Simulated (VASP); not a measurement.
# CuO in VASP: a series of runs

Runs on CuO. Level: PBE. Tasks: single point.

Everything below comes from runs of VASP 6.6.1. Logs are shortened: lines on timing, memory, paths and dates and some standing lists are left out, and cuts for length are marked.

## (1) The cell of the first run

The typed cell holds 2 atoms: a = 2.553 Å, b = 2.553 Å, c = 2.553 Å, α = 90.00°, β = 90.00°, γ = 90.00°.

## (2) Single point, PBE (atoms moved at random)

File INCAR:

```
SYSTEM = CuO
  ALGO = Normal
  EDIFF = 1E-6
  ENCUT = 520
  GGA = PE
  ISIF = 2
  ISMEAR = -1
  LASPH = .True.
  LCHARG = .True.
  LELF = .True.
  LREAL = .False.
  LVHAR = .True.
  LWAVE = .False.
  NBANDS = 16
  NELM = 80
  PREC = Accurate
  SIGMA = 0.05
```

File KPOINTS:

```
k-points
0
Gamma
  10 10 10
  0 0 0
```

File POSCAR:

```
CuO
1.0
    2.5525506100      0.0000000000      0.0000000000
    0.0000000000      2.5525506100      0.0000000000
    0.0000000000      0.0000000000      2.5525506100
Cu O
1 1
Direct
    0.0128940000      0.0027470000     -0.0036670000
    0.4837610000      0.5022690000      0.5003640000
```

Potentials or basis: VASP PAW PBE potentials, release 64 (Cu, O).

Run with:

```sh
> cat potpaw_PBE.64/Cu/POTCAR potpaw_PBE.64/O/POTCAR > POTCAR
> mpirun -np 1 vasp_std > vasp.out
```

OUTCAR:

```text
SYSTEM = CuO
   EDIFF = 1E-6
   ENCUT = 520
   GGA = PE
   ISIF = 2
   ISMEAR = -1
   LASPH = .True.
   LREAL = .False.
   NELM = 80
   PREC = Accurate

 ion  position               nearest neighbor table
   1  0.013  0.003  0.996-   2 2.16   2 2.16   2 2.17   2 2.18   2 2.25   2 2.25   2 2.26   2 2.26

   2  0.484  0.502  0.500-   1 2.16   1 2.16   1 2.17   1 2.18   1 2.25   1 2.25   1 2.26   1 2.26

  LATTYP: Found a simple cubic cell.
 ALAT       =     2.5525506100

  Lattice vectors:

 A1 = (   2.5525506100,   0.0000000000,   0.0000000000)
 A2 = (   0.0000000000,   2.5525506100,   0.0000000000)
 A3 = (   0.0000000000,   0.0000000000,   2.5525506100)

Analysis of symmetry for initial positions (statically):
=====================================================================
 Subroutine PRICEL returns:
 Original cell was already a primitive cell.

 Routine SETGRP: Setting up the symmetry group for a
 simple cubic supercell.

 Subroutine GETGRP returns: Found  1 space group operations
 (whereof  1 operations were pure point group operations)
 out of a pool of 48 trial point group operations.

The static configuration has the point symmetry C_1 .

Analysis of symmetry for dynamics (positions and initial velocities):
=====================================================================
 Subroutine PRICEL returns:
 Original cell was already a primitive cell.

 Routine SETGRP: Setting up the symmetry group for a
 simple cubic supercell.

 Subroutine GETGRP returns: Found  1 space group operations
 (whereof  1 operations were pure point group operations)
 out of a pool of 48 trial point group operations.

The dynamic configuration has the point symmetry C_1 .

 Subroutine INISYM returns: Found  1 space group operations
 (whereof  1 operations are pure point group operations),
 and found     1 'primitive' translations

----------------------------------------------------------------------------------------

                                     Primitive cell

  volume of cell :      16.6312

  direct lattice vectors                    reciprocal lattice vectors
     2.552550610  0.000000000  0.000000000     0.391765004  0.000000000  0.000000000
     0.000000000  2.552550610  0.000000000     0.000000000  0.391765004  0.000000000
     0.000000000  0.000000000  2.552550610     0.000000000  0.000000000  0.391765004

  length of vectors
     2.552550610  2.552550610  2.552550610     0.391765004  0.391765004  0.391765004

  position of ions in fractional coordinates (direct lattice)
     0.012894000  0.002747000  0.996333000
     0.483761000  0.502269000  0.500364000

  ion indices of the primitive-cell ions
   primitive index   ion index
                 1           1
                 2           2

----------------------------------------------------------------------------------------

 KPOINTS: k-points

Automatic generation of k-mesh.
 Grid dimensions read from file:
 generate k-points for:   10   10   10

 Generating k-lattice:

  Cartesian coordinates                     Fractional coordinates (reciprocal lattice)
     0.039176500  0.000000000  0.000000000     0.100000000  0.000000000  0.000000000
     0.000000000  0.039176500  0.000000000     0.000000000  0.100000000  0.000000000
     0.000000000  0.000000000  0.039176500     0.000000000  0.000000000  0.100000000

  Length of vectors
     0.039176500  0.039176500  0.039176500

  Shift w.r.t. Gamma in fractional coordinates (k-lattice)
     0.000000000  0.000000000  0.000000000

 Subroutine IBZKPT returns following result:
 ===========================================

 Found    504 irreducible k-points:

 Following reciprocal coordinates:
            Coordinates               Weight
  0.000000  0.000000  0.000000      1.000000
  0.100000  0.000000  0.000000      2.000000
  0.000000  0.100000  0.000000      2.000000
  0.000000  0.000000  0.100000      2.000000
  0.200000  0.000000  0.000000      2.000000
  0.000000  0.200000  0.000000      2.000000
[... 16 lines left out ...]
  0.200000  0.100000  0.000000      2.000000
  0.000000  0.200000  0.100000      2.000000
 [... further k-points ...]
   k-points           NKPTS =    504   k-points in BZ     NKDIM =    504   number of bands    NBANDS=     16
   number of dos      NEDOS =    301   number of ions     NIONS =      2
   total plane-waves  NPLWV =   8000
   dimension x,y,z NGX =    20 NGY =   20 NGZ =   20
   dimension x,y,z NGXF=    40 NGYF=   40 NGZF=   40
   ions per type =               1   1
   NGX,Y,Z   is equivalent  to a cutoff of  13.03, 13.03, 13.03 a.u.
   NGXF,Y,Z  is equivalent  to a cutoff of  26.05, 26.05, 26.05 a.u.
 SYSTEM =  CuO
   PREC   = accura    normal or accurate (medium, high low for compatibility)
   ISTART =      0    job   : 0-new  1-cont  2-samecut
   ICHARG =      2    charge: 1-file 2-atom 10-const
   ISPIN  =      1    spin polarized calculation?
   LNONCOLLINEAR =      F non collinear calculations
   LSORBIT =      F    spin-orbit coupling
   LASPH  =      T    aspherical Exc in radial PAW
   ENCUT  =  520.0 eV  38.22 Ry    6.18 a.u.   4.75  4.75  4.75*2*pi/ulx,y,z
   NELM   =     80;   NELMIN=  2; NELMDL= -5     # of ELM steps
   EDIFF  = 0.1E-05   stopping-criterion for ELM
   LREAL  =      F    real-space projection
   EDIFFG = 0.1E-04   stopping-criterion for IOM
   NSW    =      0    number of steps for IOM
   IBRION =     -1    ionic relax: 0-MD 1-quasi-New 2-CG
   NFREE  =      0    steps in history (QN), initial steepest desc. (CG)
   ISIF   =      2    stress and relaxation
   ISYM   =      2    0-nonsym 1-usesym 2-fastsym
   POTIM  = 0.5000    time-step for ionic-motion
   TEBEG  =    0.0;   TEEND  =   0.0 temperature during run
   PSTRESS=    0.0 pullay stress
   NELECT =      17.0000    total number of electrons
   NUPDOWN=      -1.0000    fix difference up-down
   EMIN   =  10.00;   EMAX   =-10.00  energy-range for DOS
   EFERMI =   0.00;   METHOD = LEGACY
   ISMEAR =    -1;   SIGMA  =   0.05  broadening in eV -4-tet -1-fermi 0-gaus
   EFERMI_NEDOS =   21; number of points for ismear=-14 and -15
   IALGO  =     38    algorithm
   IMIX   =      4    mixing-type and parameters
     AMIX     =   0.40;   BMIX     =  1.00
     AMIX_MAG =   1.60;   BMIX_MAG =  1.00
  volume/ion in A,a.u.               =       8.32        56.12
  Fermi-wavevector in a.u.,A,eV,Ry     =   1.649112  3.116370 37.001994  2.719570
  Thomas-Fermi vector in A             =   2.738287
   LORBIT       =      0    0 simple, 1 ext, 2 COOP (PROOUT), +10 PAW based schemes
   GGA     = PE    functional components
   LHFCALC =     F    Hartree Fock is set to
   AEXX    =    0.0000 exact exchange contribution
   IVDW    =     0    specifies the selected vdW correction
   LEPSILON=     F    determine dielectric tensor
   LRPA    =     F    only Hartree local field effects (RPA)
 non-spin polarized calculation
  energy-cutoff  :      520.00
  volume of cell :       16.63
 maximum number of plane-waves:       468
   NGX =  9   NGY =  9   NGZ =  9

 number of electron      17.0000002 magnetization

 Free energy of the ion-electron system (eV)
  ---------------------------------------------------
  ext. energy  EPLUGINS =         0.00000000
  ---------------------------------------------------
  free energy    TOTEN  =        -8.50853537 eV

  energy without entropy =       -8.48547537  energy(sigma->0) =       -8.49700537

 E-fermi :   7.7036     XC(G=0): -13.3458

 val. band max:        7.6876329472   @ k =   0.5000   0.5000   0.4000
 cond. band min:       7.7072424741   @ k =   0.4000   0.5000   0.5000
 fundamental gap:      0.0196095268
 Fermi energy:         7.7035639139

 k-point     1 :       0.0000    0.0000    0.0000
  band No.  band energies     occupation
      1     -12.4403      2.00000
      2       3.9394      2.00000
      3       4.0020      2.00000
      4       5.4999      2.00000
      5       5.5020      2.00000
      6       5.6956      2.00000
[... 8 lines left out ...]
     15      28.8330      0.00000
     16      41.5183      0.00000

 k-point     2 :       0.1000    0.0000    0.0000
  band No.  band energies     occupation
      1     -12.3242      2.00000
      2       3.5859      2.00000
      3       4.0311      2.00000
      4       5.1174      2.00000
      5       5.1193      2.00000
      6       5.3056      2.00000
[... 8 lines left out ...]
     15      29.5042      0.00000
     16      38.9430      0.00000

 k-point     3 :       0.0000    0.1000    0.0000
  band No.  band energies     occupation
      1     -12.3240      2.00000
      2       3.6168      2.00000
      3       3.9853      2.00000
      4       5.1115      2.00000
      5       5.1746      2.00000
      6       5.2487      2.00000
[... 8 lines left out ...]
     15      29.4571      0.00000
     16      38.9387      0.00000

 k-point     4 :       0.0000    0.0000    0.1000
  band No.  band energies     occupation
      1     -12.3240      2.00000
      2       3.6162      2.00000
      3       3.9862      2.00000
      4       5.1103      2.00000
      5       5.1742      2.00000
      6       5.2505      2.00000
[... 8 lines left out ...]
     15      29.4581      0.00000
     16      38.9388      0.00000
[... 324 lines left out ...]
 k-point    22 :       0.0000   -0.1000    0.1000
  band No.  band energies     occupation
      1     -12.2108      2.00000
      2       3.6251      2.00000
      3       3.6851      2.00000
      4       4.5279      2.00000
      5       5.0570      2.00000
      6       5.6245      2.00000
[... 8 lines left out ...]
     15      30.2545      0.00000
     16      37.2464      0.00000

 k-point    23 :       0.2000    0.1000    0.0000
  band No.  band energies     occupation
      1     -11.8967      2.00000
      2       2.3327      2.00000
      3       3.7667      2.00000
      4       4.5184      2.00000
      5       4.6192      2.00000
      6       5.6488      2.00000
[... 8 lines left out ...]
     15      32.0666      0.00000
     16      35.3449      0.00000

 k-point    24 :       0.0000    0.2000    0.1000
  band No.  band energies     occupation
      1     -11.8959      2.00000
      2       2.3307      2.00000
      3       3.7509      2.00000
      4       4.4429      2.00000
      5       4.7341      2.00000
      6       5.5848      2.00000
[... 8 lines left out ...]
     15      32.0269      0.00000
     16      35.3482      0.00000

 [... further k-points ...]

------------------------ aborting loop because EDIFF is reached ----------------------------------------

  FORCE on cell =-STRESS in cart. coord.  units (eV):
  Direction    XX          YY          ZZ          XY          YZ          ZX
  --------------------------------------------------------------------------------------
  -------------------------------------------------------------------------------------
  Total        2.2277948      2.2510538      2.2505207      0.0005399     -0.0002299     -0.0045450
  in kB      214.6162936    216.8569616    216.8056066      0.0520097     -0.0221453     -0.4378457
  external PRESSURE =     216.0929539 kB  Pullay stress =       0.0000000 kB

 VOLUME and BASIS-vectors are now :
 -----------------------------------------------------------------------------
  energy-cutoff  :      520.00
  volume of cell :       16.63
      direct lattice vectors                 reciprocal lattice vectors
     2.552550610  0.000000000  0.000000000     0.391765004  0.000000000  0.000000000
     0.000000000  2.552550610  0.000000000     0.000000000  0.391765004  0.000000000
     0.000000000  0.000000000  2.552550610     0.000000000  0.000000000  0.391765004

 POSITION                                       TOTAL-FORCE (eV/Angst)
 -----------------------------------------------------------------------------------
      0.03291      0.00701      2.54319        -0.193568     -0.003097      0.028630
      1.23482      1.28207      1.27720         0.193568      0.003097     -0.028630
 -----------------------------------------------------------------------------------
    total drift:                               -0.000298      0.000413     -0.000747

  FREE ENERGIE OF THE ION-ELECTRON SYSTEM (eV)
  ---------------------------------------------------
  free  energy   TOTEN  =        -8.5085353727 eV

  energy  without entropy=       -8.4854753692  energy(sigma->0) =       -8.49700537
```

It took 87 s on 1 thread of Intel Xeon Platinum 8488C (Sapphire Rapids), shared host; peak memory 0.23 GiB.

What came out:

* Free energy: -8.5085 eV
* Pressure: 21.6 GPa
* Largest force: 0.196 eV/Å

Forces in eV/Å, atoms in the order of the input:
```
Cu  -0.194 -0.003  0.029
O    0.194  0.003 -0.029
```

Caveat: the cell differs from its parent crystal (atoms moved at random); an odd number of electrons without spin polarisation forces a metal; a magnetic or distorted state may lie lower; semilocal functionals often make such compounds metallic where correlation or magnetic order opens a gap, which also shifts bond lengths.

## (3) Single point, PBE

File INCAR:

```
ALGO     = Normal         # electronic algorithm
EDIFF    = 1E-6           # SCF threshold, eV
ENCUT    = 520            # plane-wave cutoff, eV
GGA      = PE             # functional
ISIF     = 2              # what is computed and relaxed
ISMEAR   = -1             # smearing method
LASPH    = True           # aspherical terms in the spheres
LCHARG   = False          # write CHGCAR
LREAL    = False          # projectors in reciprocal space
LWAVE    = False          # write WAVECAR
NBANDS   = 16             # bands
NELM     = 80             # most SCF steps
PREC     = Accurate       # precision mode
SIGMA    = 0.05           # smearing width, eV
```

File KPOINTS:

```
k-points
0
Gamma
  9 9 9
```

File POSCAR:

```
CuO
1.0
    2.5525506100      0.0000000000      0.0000000000
    0.0000000000      2.5525506100      0.0000000000
    0.0000000000      0.0000000000      2.5525506100
Cu O
1 1
Direct
    0.0000000000      0.0000000000      0.0000000000
    0.5000000000      0.5000000000      0.5000000000
```

Potentials or basis: VASP PAW PBE potentials, release 64 (Cu, O).

Run with:

```sh
> cat potpaw_PBE.64/Cu/POTCAR potpaw_PBE.64/O/POTCAR > POTCAR
> mpirun -np 1 vasp_std > vasp.out
```

It took 4.3 s on 1 thread of Intel Xeon 6975P-C (Granite Rapids), shared host; peak memory 0.12 GiB.

Results (log left out):

| Property | Result |
| --- | --- |
| Free energy | -8.5155 eV |
| Pressure | 21.1 GPa |

Levels at points of the mesh, in eV from the Fermi level:
```tsv
k point	band 6	band 7	band 8	band 9	band 10	band 11	band 12	band 13
(0.00, 0.00, 0.00)	-2.11	-1.74	-1.74	-1.74	1.27	16.17	16.17	20.99
```

Caveat: an odd number of electrons without spin polarisation forces a metal; a magnetic or distorted state may lie lower; semilocal functionals often make such compounds metallic where correlation or magnetic order opens a gap, which also shifts bond lengths. With open d or f shells a metallic result of PBE can be an artefact of self-interaction; +U or a hybrid may open a gap.

## (4) Single point, PBE

This run uses another cell than the first one, of 8.34 Å³/atom, 1.003 times its volume.

File INCAR:

```
PREC     = Accurate       # precision mode
ENCUT    = 520            # plane-wave cutoff, eV
EDIFF    = 1E-7           # SCF threshold, eV
ISMEAR   = -1             # smearing method
SIGMA    = 0.05           # smearing width, eV
LREAL    = F              # projectors in reciprocal space
LASPH    = T              # aspherical terms in the spheres
NELM     = 60             # most SCF steps
ALGO     = Normal         # electronic algorithm
ISIF     = 2              # what is computed and relaxed
LWAVE    = F              # write WAVECAR
LCHARG   = F              # write CHGCAR
GGA      = PE             # functional
NBANDS   = 16             # bands
```

File KPOINTS:

```
regular mesh
0
Gamma
  10 10 10
```

File POSCAR:

```
CuO
1.0
    2.5551343262      0.0000000000      0.0000000000
    0.0000000000      2.5551343262      0.0000000000
    0.0000000000      0.0000000000      2.5551343262
Cu O
1 1
Direct
    0.0000000000      0.0000000000      0.0000000000
    0.5000000000      0.5000000000      0.5000000000
```

Run with:

```sh
> cat potpaw_PBE.64/Cu/POTCAR potpaw_PBE.64/O/POTCAR > POTCAR
> mpirun -np 1 vasp_std > vasp.out
```

Wall time 6.1 s (1 thread of Intel Xeon 6975P-C (Granite Rapids), shared host); peak memory 0.13 GiB.

Results (log left out):

```
Free energy : -8.5227 eV
Pressure    : 20.3 GPa
```

Levels at points of the mesh, in eV from the Fermi level:
```csv
k point,band 7,band 8,band 9,band 10,band 11,band 12
"(0.00, 0.00, 0.00)",-1.74,-1.74,-1.74,1.26,16.16,16.16
"(0.50, 0.00, 0.00)",-1.22,0.46,0.46,6.95,8.67,17.78
"(0.50, 0.50, 0.00)",-2.25,-1.24,-1.03,5.58,12.08,12.08
"(0.50, 0.50, 0.50)",0.37,0.37,0.37,7.11,7.11,7.11
```

Caveat: an odd number of electrons without spin polarisation forces a metal; a magnetic or distorted state may lie lower; semilocal functionals often make such compounds metallic where correlation or magnetic order opens a gap, which also shifts bond lengths. With open d or f shells a metallic result of PBE can be an artefact of self-interaction; +U or a hybrid may open a gap.

## (5) Single point, PBE

This run uses another cell than the first one, of 8.05 Å³/atom, 0.968 times its volume.

File INCAR:

```
SYSTEM = CuO
PREC = Accurate
ENCUT = 520
EDIFF = 1E-6
ISMEAR = -1
SIGMA = 0.05
LREAL = .FALSE.
LASPH = .TRUE.
NELM = 80
ALGO = Normal
ISIF = 2
LWAVE = .FALSE.
LCHARG = .FALSE.
GGA = PE
NBANDS = 16
```

File KPOINTS:

```
regular mesh
0
G
  10 10 10
  0 0 0
```

File POSCAR:

```
CuO
1.0
    2.5252567746      0.0000000000      0.0000000000
    0.0000000000      2.5252567746      0.0000000000
    0.0000000000      0.0000000000      2.5252567746
Cu O
1 1
Direct
    0.0000000000      0.0000000000      0.0000000000
    0.5000000000      0.5000000000      0.5000000000
```

Run with:

```sh
> cat potpaw_PBE.64/Cu/POTCAR potpaw_PBE.64/O/POTCAR > POTCAR
> mpirun -np 1 vasp_std > vasp.out
```

Wall time 6.1 s (1 thread of Intel Xeon 6975P-C (Granite Rapids), shared host); peak memory 0.13 GiB.

It converged, with:

```yaml
Free_energy: -8.4308 eV
Pressure: 30.3 GPa
```

Levels at points of the mesh, in eV from the Fermi level:
```
           k point  band 5  band 6  band 7  band 8  band 9  band 10  band 11  band 12  band 13  band 14
(0.00, 0.00, 0.00)   -2.21   -2.21   -1.81   -1.81   -1.81     1.49    16.33    16.33    21.47    21.47
(0.50, 0.00, 0.00)   -3.53   -1.73   -1.26    0.48    0.48     7.16     9.00    17.84    18.76    18.76
(0.50, 0.50, 0.00)   -2.36   -2.36   -2.32   -1.28   -1.11     5.72    12.38    12.38    18.27    26.07
(0.50, 0.50, 0.50)   -1.25   -1.25    0.39    0.39    0.39     7.13     7.13     7.13    14.88    23.81
```

Caveat: an odd number of electrons without spin polarisation forces a metal; a magnetic or distorted state may lie lower; semilocal functionals often make such compounds metallic where correlation or magnetic order opens a gap, which also shifts bond lengths.

## (6) Overview

```csv
cell,k mesh,gap on the mesh (eV),pressure (GPa)
"a = 2.553 Å, 2 atoms",10 × 10 × 10,none,21.6
"a = 2.553 Å, 2 atoms",9 × 9 × 9,none,21.1
"a = 2.555 Å, 2 atoms",10 × 10 × 10,none,20.3
"a = 2.525 Å, 2 atoms",10 × 10 × 10,none,30.3
```

Some of these runs hold the atoms at other places in the same cell, which the table doesn't show; runs alike in all that it shows share one row.

Alike in all rows: task single point; level PBE; potentials or basis VASP PAW PBE potentials, release 64 (Cu, O); no spin polarisation; cutoff (eV) 520; smearing fermi-dirac 0.05 eV.

Caveats: an odd number of electrons without spin polarisation forces a metal; a magnetic or distorted state may lie lower; semilocal functionals often make such compounds metallic where correlation or magnetic order opens a gap, which also shifts bond lengths.

Absolute energies hang on the potentials; compare differences alone.
